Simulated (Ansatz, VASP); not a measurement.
# Ru in VASP and in Ansatz

The input POSCAR:

```
Ru
1.0
    2.7428696850      0.0000000000      0.0000000000
   -1.3714348425      2.3753948265      0.0000000000
    0.0000000000      0.0000000000      4.1669409160
Ru
2
Direct
    0.3333333333      0.6666666667      0.2500000000
    0.6666666667      0.3333333333      0.7500000000
```

INCAR.step1

```
ALGO = Normal ; EDIFF = 1E-4
ENCUT = 520 ; GGA = PE
ISMEAR = 0 ; LASPH = T
LCHARG = F ; LREAL = F
LWAVE = T ; NBANDS = 21
NELM = 60 ; PREC = Accurate
SIGMA = 0.15
```

The input INCAR.step2:

```
ALGO = Normal ; EDIFF = 1E-6
ENCUT = 520 ; ISIF = 2
ISMEAR = 0 ; ISTART = 1
LASPH = T ; LCHARG = F
LMIXTAU = T ; LREAL = F
LWAVE = F ; METAGGA = R2SCAN
NBANDS = 21 ; NELM = 60
PREC = Accurate ; SIGMA = 0.15
```

KPOINTS

```
k-points
0
Gamma
  24 24 12
```

Input for Ansatz:

```yaml
crystal:
  lattice:
    - [2.742869685, 0.0, 0.0]
    - [-1.3714348425, 2.3753948265, 0.0]
    - [0.0, 0.0, 4.166940916]
  atoms:
    - { symbol: Ru, position: [0.3333333333, 0.6666666667, 0.25] }
    - { symbol: Ru, position: [0.6666666667, 0.3333333333, 0.75] }
basis:
  ecutwfc: 500
kpoints:
  mp_grid: { grid: [24, 24, 12] }
hamiltonian:
  xc: r2scan
scf:
  occupations: { method: gaussian, width: 0.15 }
output:
  forces: true
  stress: true
  eigenvalues: true
```

Alike in both runs: task single point; functional r2SCAN; k mesh 24 × 24 × 12; occupations gaussian, width 0.15 eV; no spin polarisation.

|  | VASP | Ansatz |
| --- | --- | --- |
| version | VASP 6.6.1 | Ansatz 0.2.0 |
| potentials or method | VASP PAW PBE potentials, release 64 (Ru_pv), cutoff 520 eV | scalar-relativistic, plane waves, PAW |
| valence electrons in the cell | 28 | 32 |

VASP gave:

* gap on the k mesh at the Fermi level (eV): none
* pressure (GPa): 0.6
* traceless stress, the component that is largest in VASP (GPa): 11.21

Which values does Ansatz return?

gap on the k mesh at the Fermi level (eV): none; pressure (GPa): -0.9; traceless stress, the component that is largest in VASP (GPa): 11.02.

VASP's potentials were made for PBE, not for r2SCAN. A gap of «none» marks a metal or a gap that the smearing closes. VASP's potentials hold 28 valence electrons a cell and Ansatz's 32, so a difference there can come from the potentials and not from the codes.
